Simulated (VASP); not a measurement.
# Ta (Im-3m) in VASP: further runs, part 2 of 2

VASP 6.6.1.

## Step 5: Single point, PBEsol

This run uses another cell than the first one, of 18.13 Å³/atom, 1.027 times its volume.

INCAR reads:

```
SYSTEM = Ta
PREC     = Accurate       ! precision mode
ENCUT    = 500            ! plane-wave cutoff, eV
EDIFF    = 1E-6           ! SCF threshold, eV
ISMEAR   = 0              ! smearing method
SIGMA    = 0.1            ! smearing width, eV
LREAL    = .False.        ! projectors in reciprocal space
LASPH    = .True.         ! aspherical terms in the spheres
NELM     = 120            ! most SCF steps
ALGO     = Normal         ! electronic algorithm
ISIF     = 2              ! what is computed and relaxed
LWAVE    = .False.        ! write WAVECAR
LCHARG   = .False.        ! write CHGCAR
GGA      = PS             ! functional
NBANDS   = 12             ! bands
GGA_COMPAT= .False.
```

KPOINTS reads:

```
Automatic mesh
0
Gamma
  8 8 8
  0 0 0
```

POSCAR reads:

```
Ta
1.0
   -1.6549986157      1.6549986157      1.6549986157
    1.6549986157     -1.6549986157      1.6549986157
    1.6549986157      1.6549986157     -1.6549986157
Ta
1
Direct
    0.0000000000      0.0000000000      0.0000000000
```

Potentials or basis: VASP PAW PBE potentials, release 64 (Ta_pv).

Run with:

```bash
$ cat potpaw_PBE.64/Ta_pv/POTCAR > POTCAR
$ mpirun -np 1 vasp_std > vasp.out
```

OUTCAR:

```text
SYSTEM = Ta
   PREC = Accurate
   ENCUT = 500
   EDIFF = 1E-6
   ISMEAR = 0
   LREAL = .False.
   LASPH = .True.
   NELM = 120
   ISIF = 2
   GGA = PS

 ion  position               nearest neighbor table
   1  0.000  0.000  0.000-

  LATTYP: Found a body centered cubic cell.
 ALAT       =     3.3099972314

  Lattice vectors:

 A1 = (  -1.6549986157,   1.6549986157,   1.6549986157)
 A2 = (   1.6549986157,  -1.6549986157,   1.6549986157)
 A3 = (   1.6549986157,   1.6549986157,  -1.6549986157)

Analysis of symmetry for initial positions (statically):
=====================================================================
 Subroutine PRICEL returns:
 Original cell was already a primitive cell.

 Routine SETGRP: Setting up the symmetry group for a
 body centered cubic supercell.

 Subroutine GETGRP returns: Found 48 space group operations
 (whereof 48 operations were pure point group operations)
 out of a pool of 48 trial point group operations.

The static configuration has the point symmetry O_h .

Analysis of symmetry for dynamics (positions and initial velocities):
=====================================================================
 Subroutine PRICEL returns:
 Original cell was already a primitive cell.

 Routine SETGRP: Setting up the symmetry group for a
 body centered cubic supercell.

 Subroutine GETGRP returns: Found 48 space group operations
 (whereof 48 operations were pure point group operations)
 out of a pool of 48 trial point group operations.

The dynamic configuration has the point symmetry O_h .

 Subroutine INISYM returns: Found 48 space group operations
 (whereof 48 operations are pure point group operations),
 and found     1 'primitive' translations

----------------------------------------------------------------------------------------

                                     Primitive cell

[... 113 lines left out ...]
   GGA     = PS    functional components
   LHFCALC =     F    Hartree Fock is set to
   AEXX    =    0.0000 exact exchange contribution
   IVDW    =     0    specifies the selected vdW correction
   LEPSILON=     F    determine dielectric tensor
   LRPA    =     F    only Hartree local field effects (RPA)
 non-spin polarized calculation
 Gauss-broadening in eV      SIGMA  =   0.10
  energy-cutoff  :      500.00
  volume of cell :       18.13
 maximum number of plane-waves:       471
 NGX is ok and might be reduce to    24
   NGX = 11   NGY = 11   NGZ = 11

 number of electron      11.0000001 magnetization

 Free energy of the ion-electron system (eV)
  ---------------------------------------------------
  ext. energy  EPLUGINS =         0.00000000
  ---------------------------------------------------
  free energy    TOTEN  =       -12.57009376 eV

  energy without entropy =      -12.56627767  energy(sigma->0) =      -12.56818572

 E-fermi :   5.2821     XC(G=0): -12.6895

 val. band max:        5.1867009844   @ k =   0.2500   0.0000   0.0000
 cond. band min:       5.3288384080   @ k =  -0.2500   0.2500   0.1250
 fundamental gap:      0.1421374236
 Fermi energy:         5.2821317013

 k-point     1 :       0.0000    0.0000    0.0000
  band No.  band energies     occupation
      1     -27.7564      2.00000
      2     -27.7564      2.00000
      3     -27.7564      2.00000
      4      -2.6379      2.00000
      5       6.0026      0.00000
      6       6.0026      0.00000
      7       6.0026      0.00000
      8       9.2459      0.00000
      9       9.2459      0.00000
     10      19.9443      0.00000
     11      20.2724      0.00000
     12      20.2724      0.00000
[... 331 lines left out ...]
 k-point    24 :      -0.3750    0.3750    0.2500
  band No.  band energies     occupation
      1     -28.6207      2.00000
      2     -28.2942      2.00000
      3     -28.1880      2.00000
      4       2.4542      2.00000
      5       3.3095      2.00000
      6       6.5371      0.00000
      7       7.2149      0.00000
      8      10.6728      0.00000
      9      10.7414      0.00000
     10      19.1605      0.00000
     11      19.9706      0.00000
     12      21.4711      0.00000

 [... further k-points ...]

------------------------ aborting loop because EDIFF is reached ----------------------------------------

  FORCE on cell =-STRESS in cart. coord.  units (eV):
  Direction    XX          YY          ZZ          XY          YZ          ZX
  --------------------------------------------------------------------------------------
  -------------------------------------------------------------------------------------
  Total       -0.7946667     -0.7946667     -0.7946667     -0.0000000      0.0000000      0.0000000
  in kB      -70.2170715    -70.2170715    -70.2170715     -0.0000000      0.0000000      0.0000000
  external PRESSURE =     -70.2170715 kB  Pullay stress =       0.0000000 kB

 VOLUME and BASIS-vectors are now :
 -----------------------------------------------------------------------------
  energy-cutoff  :      500.00
  volume of cell :       18.13
      direct lattice vectors                 reciprocal lattice vectors
    -1.654998616  1.654998616  1.654998616     0.000000000  0.302115056  0.302115056
     1.654998616 -1.654998616  1.654998616     0.302115056  0.000000000  0.302115056
     1.654998616  1.654998616 -1.654998616     0.302115056  0.302115056  0.000000000

 POSITION                                       TOTAL-FORCE (eV/Angst)
 -----------------------------------------------------------------------------------
      0.00000      0.00000      0.00000        -0.000000     -0.000000      0.000000
 -----------------------------------------------------------------------------------
    total drift:                                0.000000      0.000000     -0.000000

  FREE ENERGIE OF THE ION-ELECTRON SYSTEM (eV)
  ---------------------------------------------------
  free  energy   TOTEN  =       -12.5700937595 eV

  energy  without entropy=      -12.5662776717  energy(sigma->0) =      -12.56818572
```

stdout:

```text
POSCAR found type information on POSCAR Ta
 POSCAR found :  1 types and       1 ions
 scaLAPACK will be used
 -----------------------------------------------------------------------------
|                                                                             |
|                                                                             |
|     You enforced a specific xc type in the INCAR file but a different       |
|     I HOPE YOU KNOW WHAT YOU ARE DOING!                                     |
|                                                                             |
 -----------------------------------------------------------------------------

 LDA part: xc-table for (Slater+PW92), standard interpolation
 POSCAR, INCAR and KPOINTS ok, starting setup
 FFT: planning ... GRIDC
 FFT: planning ... GRID_SOFT
 FFT: planning ... GRID
 WAVECAR not read
 entering main loop
```

Run time: 4.9 s. Hardware: 1 thread of Intel Xeon 6975P-C, shared host; peak memory 0.14 GiB.

What came out:

```
Free energy : -12.5701 eV
Pressure    : -7.0 GPa
```

Caveat: the PAW data sets were made with another functional, which shifts forces and pressure a little; spin-orbit coupling is left out, which moves the levels of the heavy elements.

## Step 6: Summary

```tsv
task	cell	k mesh	cutoff (eV)	gap on the mesh (eV)	pressure (GPa)
single point	a = 2.841 Å, angles 109.5°, 1 atom	18 × 18 × 18	520	none	0.2
relaxation of cell and atoms	relaxed from a = 2.867 Å, angles 109.5°, 1 atom	18 × 18 × 18	600	none	0.0
single point	a = 3.280, b = 7.335, c = 2.841 Å, angles 140.8, 54.7, 90.0°, 1 atom	11 × 5 × 46	520	none	0.3
single point	a = 2.867 Å, angles 109.5°, 1 atom	8 × 8 × 8	500	none	-7.0
```

Alike in all rows: level PBEsol; potentials or basis VASP PAW PBE potentials, release 64 (Ta_pv); no spin polarisation; smearing gaussian 0.1 eV.

Caveats: some runs use coarse meshes; the PAW data sets were made with another functional, which shifts forces and pressure a little; spin-orbit coupling is left out, which moves the levels of the heavy elements.

Absolute energies hang on the potentials; compare differences alone.
